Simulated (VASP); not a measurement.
# Si (Fmmm) in VASP: notebook

Si is run at these levels: LDA; tasks: single point.

Everything below comes from runs of VASP 6.6.1. Logs are shortened: lines on timing, memory, paths and dates and some standing lists are left out, and cuts for length are marked.

### Step 1. The cell of the first run

Symmetry: Fmmm, No. 69, orthorhombic system. Conventional cell: a = 4.991 Å, b = 5.461 Å, c = 9.332 Å, α = 90.00°, β = 90.00°, γ = 90.00°. Within 3.3 Å of Si (site symmetry m2m) lie 8 Si at 2.51 to 2.95 Å. Within 3.3 Å of Si (site symmetry mm2) lie 8 Si at 2.53 to 2.85 Å.

### Step 2. Single point, LDA (strain +0.025 along x and y, +0.025 along z)

INCAR

```
SYSTEM = Si
  ALGO = Normal
  EDIFF = 1E-6
  ENCUT = 520
  GGA = CA
  ISIF = 2
  ISMEAR = 0
  LASPH = .TRUE.
  LCHARG = .TRUE.
  LELF = .TRUE.
  LREAL = .FALSE.
  LVHAR = .TRUE.
  LWAVE = .FALSE.
  NBANDS = 26
  NELM = 80
  PREC = Accurate
  SIGMA = 0.15
```

KPOINTS

```
k-points
0
G
  10 10 8
  0 0 0
```

POSCAR

```
Si
1.0
    4.6659405456     -2.4955740649      0.0000000000
    4.6659405456      2.4955740649      0.0000000000
    0.0000000000      0.0000000000      5.4608395773
Si
8
Direct
    0.5000000000      0.5000000000      0.7705063100
    0.5000000000      0.5000000000      0.2294936900
    1.0000000000      0.0000000000      0.2705063100
    0.0000000000      1.0000000000      0.7294936900
    0.7262158274      0.7262158274      0.5000000000
    0.2262158274      0.2262158274      0.0000000000
    0.2737841726      0.2737841726      0.5000000000
    0.7737841726      0.7737841726      0.0000000000
```

Potentials or basis: VASP PAW LDA potentials, release 64 (Si).

Launch:

```console
cat potpaw_LDA.64/Si/POTCAR > POTCAR
mpirun -np 1 vasp_std > vasp.out
```

OUTCAR:

```text
SYSTEM = Si
   EDIFF = 1E-6
   ENCUT = 520
   GGA = CA
   ISIF = 2
   ISMEAR = 0
   LASPH = .TRUE.
   LREAL = .FALSE.
   NELM = 80
   PREC = Accurate

 ion  position               nearest neighbor table
   1  0.500  0.500  0.771-   4 2.51   4 2.51   2 2.51   5 2.58   7 2.58   6 2.85   8 2.85   2 2.95

   2  0.500  0.500  0.229-   3 2.51   3 2.51   1 2.51   5 2.58   7 2.58   6 2.85   8 2.85   1 2.95

   3  0.000  0.000  0.271-   2 2.51   2 2.51   4 2.51   6 2.58   8 2.58   7 2.85   5 2.85   4 2.95

   4  0.000  0.000  0.729-   1 2.51   1 2.51   3 2.51   6 2.58   8 2.58   7 2.85   5 2.85   3 2.95

   5  0.726  0.726  0.500-   7 2.53   7 2.53   1 2.58   2 2.58   8 2.77   8 2.77   3 2.85   4 2.85

   6  0.226  0.226  0.000-   8 2.53   8 2.53   3 2.58   4 2.58   7 2.77   7 2.77   1 2.85   2 2.85

   7  0.274  0.274  0.500-   5 2.53   5 2.53   1 2.58   2 2.58   6 2.77   6 2.77   3 2.85   4 2.85

   8  0.774  0.774  0.000-   6 2.53   6 2.53   3 2.58   4 2.58   5 2.77   5 2.77   1 2.85   2 2.85

  LATTYP: Found a base centered orthorhombic cell.
 ALAT       =     4.9911481298
 B/A-ratio  =     1.8696862623
 C/A-ratio  =     1.0941048904

  Lattice vectors:

 A1 = (  -4.6659405456,  -2.4955740649,   0.0000000000)
 A2 = (   4.6659405456,  -2.4955740649,   0.0000000000)
 A3 = (   0.0000000000,   0.0000000000,   5.4608395773)

Analysis of symmetry for initial positions (statically):
=====================================================================
 Subroutine PRICEL returns following result:

  LATTYP: Found a face centered orthorhombic cell.
 ALAT       =     4.9911481298
 B/A-ratio  =     1.0941048904
 C/A-ratio  =     1.8696862623

  Lattice vectors:

 A1 = (  -4.6659405456,   0.0000000000,   2.7304197886)
 A2 = (  -4.6659405456,  -2.4955740649,   0.0000000000)
 A3 = (   0.0000000000,  -2.4955740649,   2.7304197887)

   2 primitive cells build up your supercell.

 Routine SETGRP: Setting up the symmetry group for a
 base centered orthorhombic supercell.

 Subroutine GETGRP returns: Found  8 space group operations
 (whereof  8 operations were pure point group operations)
 out of a pool of  8 trial point group operations.

The static configuration has the point symmetry D_2h.

Analysis of symmetry for dynamics (positions and initial velocities):
=====================================================================
 Subroutine PRICEL returns following result:

  LATTYP: Found a face centered orthorhombic cell.
 ALAT       =     4.9911481298
 B/A-ratio  =     1.0941048904
 C/A-ratio  =     1.8696862623

  Lattice vectors:

 A1 = (  -4.6659405456,   0.0000000000,   2.7304197886)
 A2 = (  -4.6659405456,  -2.4955740649,   0.0000000000)
 A3 = (   0.0000000000,  -2.4955740649,   2.7304197887)

   2 primitive cells build up your supercell.

 Routine SETGRP: Setting up the symmetry group for a
 base centered orthorhombic supercell.

 Subroutine GETGRP returns: Found  8 space group operations
 (whereof  8 operations were pure point group operations)
 out of a pool of  8 trial point group operations.

The dynamic configuration has the point symmetry D_2h.

 Subroutine INISYM returns: Found  8 space group operations
 (whereof  8 operations are pure point group operations),
 and found     2 'primitive' translations

----------------------------------------------------------------------------------------

                                     Primitive cell

  volume of cell :      63.5871

  direct lattice vectors                    reciprocal lattice vectors
    -4.665940546  0.000000000  2.730419789    -0.107159531  0.200354703  0.183122025
    -4.665940546 -2.495574065  0.000000000    -0.107159531 -0.200354703 -0.183122025
     0.000000000 -2.495574065  2.730419789     0.107159531 -0.200354703  0.183122025

  length of vectors
     5.406125544  5.291397839  3.699065035     0.291819890  0.291819890  0.291819890

  position of ions in fractional coordinates (direct lattice)
     0.270506310  0.729493690  0.270506310
     0.729493690  0.270506310  0.729493690
     0.773784173  0.773784173  0.226215827
     0.226215827  0.226215827  0.773784173

  ion indices of the primitive-cell ions
   primitive index   ion index
                 1           1
                 2           2
                 3           5
                 4           7

----------------------------------------------------------------------------------------

 KPOINTS: k-points

Automatic generation of k-mesh.
 Grid dimensions read from file:
 generate k-points for:   10   10    8

 Generating k-lattice:

  Cartesian coordinates                     Fractional coordinates (reciprocal lattice)
     0.010715953 -0.020035470  0.000000000     0.100000000  0.000000000  0.000000000
     0.010715953  0.020035470  0.000000000     0.000000000  0.100000000  0.000000000
     0.000000000  0.000000000  0.022890253     0.000000000  0.000000000  0.125000000

  Length of vectors
     0.022721173  0.022721173  0.022890253

  Shift w.r.t. Gamma in fractional coordinates (k-lattice)
     0.000000000  0.000000000  0.000000000

 Subroutine IBZKPT returns following result:
 ===========================================

 Found    155 irreducible k-points:

 Following reciprocal coordinates:
            Coordinates               Weight
  0.000000  0.000000  0.000000      1.000000
  0.100000  0.000000  0.000000      4.000000
  0.200000  0.000000  0.000000      4.000000
  0.300000  0.000000  0.000000      4.000000
  0.400000  0.000000  0.000000      4.000000
  0.500000  0.000000  0.000000      2.000000
[... 16 lines left out ...]
  0.300000  0.300000  0.000000      2.000000
  0.400000  0.300000  0.000000      4.000000
 [... further k-points ...]
   k-points           NKPTS =    155   k-points in BZ     NKDIM =    155   number of bands    NBANDS=     26
   number of dos      NEDOS =    301   number of ions     NIONS =      8
   total plane-waves  NPLWV =  67200
   dimension x,y,z NGX =    40 NGY =   40 NGZ =   42
   dimension x,y,z NGXF=    80 NGYF=   80 NGZF=   84
   ions per type =               8
   NGX,Y,Z   is equivalent  to a cutoff of  12.57, 12.57, 12.79 a.u.
   NGXF,Y,Z  is equivalent  to a cutoff of  25.13, 25.13, 25.57 a.u.
 SYSTEM =  Si
   PREC   = accura    normal or accurate (medium, high low for compatibility)
   ISTART =      0    job   : 0-new  1-cont  2-samecut
   ICHARG =      2    charge: 1-file 2-atom 10-const
   ISPIN  =      1    spin polarized calculation?
   LNONCOLLINEAR =      F non collinear calculations
   LSORBIT =      F    spin-orbit coupling
   LASPH  =      T    aspherical Exc in radial PAW
   ENCUT  =  520.0 eV  38.22 Ry    6.18 a.u.   9.84  9.84 10.15*2*pi/ulx,y,z
   NELM   =     80;   NELMIN=  2; NELMDL= -5     # of ELM steps
   EDIFF  = 0.1E-05   stopping-criterion for ELM
   LREAL  =      F    real-space projection
[... 7 lines left out ...]
   TEBEG  =    0.0;   TEEND  =   0.0 temperature during run
   PSTRESS=    0.0 pullay stress
   NELECT =      32.0000    total number of electrons
   NUPDOWN=      -1.0000    fix difference up-down
   EMIN   =  10.00;   EMAX   =-10.00  energy-range for DOS
   EFERMI =   0.00;   METHOD = LEGACY
   ISMEAR =     0;   SIGMA  =   0.15  broadening in eV -4-tet -1-fermi 0-gaus
   EFERMI_NEDOS =   21; number of points for ismear=-14 and -15
   IALGO  =     38    algorithm
   IMIX   =      4    mixing-type and parameters
     AMIX     =   0.40;   BMIX     =  1.00
     AMIX_MAG =   1.60;   BMIX_MAG =  1.00
  volume/ion in A,a.u.               =      15.90       107.28
  Fermi-wavevector in a.u.,A,eV,Ry     =   1.033535  1.953098 14.533666  1.068194
  Thomas-Fermi vector in A             =   2.167786
   LORBIT       =      0    0 simple, 1 ext, 2 COOP (PROOUT), +10 PAW based schemes
   GGA     = CA    functional components
   LHFCALC =     F    Hartree Fock is set to
   AEXX    =    0.0000 exact exchange contribution
   IVDW    =     0    specifies the selected vdW correction
   LEPSILON=     F    determine dielectric tensor
   LRPA    =     F    only Hartree local field effects (RPA)
 non-spin polarized calculation
 Gauss-broadening in eV      SIGMA  =   0.15
  energy-cutoff  :      520.00
  volume of cell :      127.17
 maximum number of plane-waves:      3452
   NGX = 19   NGY = 19   NGZ = 21

 number of electron      32.0000000 magnetization

 Free energy of the ion-electron system (eV)
  ---------------------------------------------------
  ext. energy  EPLUGINS =         0.00000000
  ---------------------------------------------------
  free energy    TOTEN  =       -45.74436604 eV

  energy without entropy =      -45.71450017  energy(sigma->0) =      -45.72943311

 E-fermi :   8.6008     XC(G=0): -10.8244

 val. band max:        8.6003494002   @ k =   0.4000   0.2000   0.0000
 cond. band min:       8.6047596508   @ k =  -0.3000   0.3000   0.0000
 fundamental gap:      0.0044102507
 Fermi energy:         8.6007965756

 k-point     1 :       0.0000    0.0000    0.0000
  band No.  band energies     occupation
      1      -4.7568      2.00000
      2      -0.0543      2.00000
      3      -0.0488      2.00000
      4       1.2115      2.00000
      5       1.5063      2.00000
      6       1.7133      2.00000
[... 18 lines left out ...]
     25      14.5788      0.00000
     26      16.1137      0.00000

 k-point     2 :       0.1000    0.0000    0.0000
  band No.  band energies     occupation
      1      -4.6834      2.00000
      2       0.0137      2.00000
      3       0.0217      2.00000
      4       0.8448      2.00000
      5       0.9880      2.00000
      6       1.5120      2.00000
[... 18 lines left out ...]
     25      14.6238      0.00000
[... 608 lines left out ...]
     25      13.2547      0.00000
     26      13.4357      0.00000

 k-point    24 :       0.4000    0.3000    0.0000
  band No.  band energies     occupation
      1      -3.8979      2.00000
      2      -1.9338      2.00000
      3      -0.3112      2.00000
      4       0.6596      2.00000
      5       0.7157      2.00000
      6       2.7039      2.00000
[... 18 lines left out ...]
     25      12.6687      0.00000
     26      12.9089      0.00000

 [... further k-points ...]

------------------------ aborting loop because EDIFF is reached ----------------------------------------

  FORCE on cell =-STRESS in cart. coord.  units (eV):
  Direction    XX          YY          ZZ          XY          YZ          ZX
  --------------------------------------------------------------------------------------
  -------------------------------------------------------------------------------------
  Total       -5.2484341     -6.2981788     -5.9707024      0.0000000      0.0000000      0.0000000
  in kB      -66.1212798    -79.3462653    -75.2206239      0.0000000      0.0000000      0.0000000
  external PRESSURE =     -73.5627230 kB  Pullay stress =       0.0000000 kB

 VOLUME and BASIS-vectors are now :
 -----------------------------------------------------------------------------
  energy-cutoff  :      520.00
  volume of cell :      127.17
      direct lattice vectors                 reciprocal lattice vectors
     4.665940546 -2.495574065  0.000000000     0.107159531 -0.200354703  0.000000000
     4.665940546  2.495574065  0.000000000     0.107159531  0.200354703  0.000000000
     0.000000000  0.000000000  5.460839577     0.000000000  0.000000000  0.183122025

 POSITION                                       TOTAL-FORCE (eV/Angst)
 -----------------------------------------------------------------------------------
      4.66594      0.00000      4.20761        -0.000000      0.000000      0.031768
      4.66594      0.00000      1.25323        -0.000000      0.000000     -0.031768
      0.00000      0.00000      1.47719        -0.000000      0.000000      0.031768
      0.00000      0.00000      3.98365        -0.000000      0.000000     -0.031768
      6.77696      0.00000      2.73042        -0.111358      0.000000      0.000000
      2.11102      0.00000      0.00000        -0.111358      0.000000     -0.000000
      2.55492      0.00000      2.73042         0.111358      0.000000     -0.000000
      7.22086      0.00000      0.00000         0.111358      0.000000     -0.000000
 -----------------------------------------------------------------------------------
    total drift:                                0.000000     -0.000000     -0.000000

  FREE ENERGIE OF THE ION-ELECTRON SYSTEM (eV)
  ---------------------------------------------------
  free  energy   TOTEN  =       -45.7443660399 eV

  energy  without entropy=      -45.7145001718  energy(sigma->0) =      -45.72943311
```

It took 11 min on 1 thread of Intel Xeon 8259CL, shared host; peak memory 0.44 GiB.

What came out:

```yaml
Free_energy: -45.7444 eV
Pressure: -7.4 GPa
Largest_force: 0.111 eV/Å
Band_gap_on_the_k_mesh: zero (bands 16 and 17 overlap by 3.18 eV)
```

Forces on the atoms (eV/Å):
```
Si   0.000  0.000  0.032
Si   0.000  0.000 -0.032
Si   0.000  0.000  0.032
Si   0.000  0.000 -0.032
Si  -0.111  0.000  0.000
Si  -0.111  0.000  0.000
Si   0.111  0.000  0.000
Si   0.111  0.000  0.000
```

Stress tensor (GPa, compression positive):
```
-6.61  0.00  0.00
 0.00 -7.93  0.00
 0.00  0.00 -7.52
```

Caveat: the cell differs from its parent crystal (strain +0.025 along x and y, +0.025 along z); the cell stands under tension.

[end of part 1 of 2]
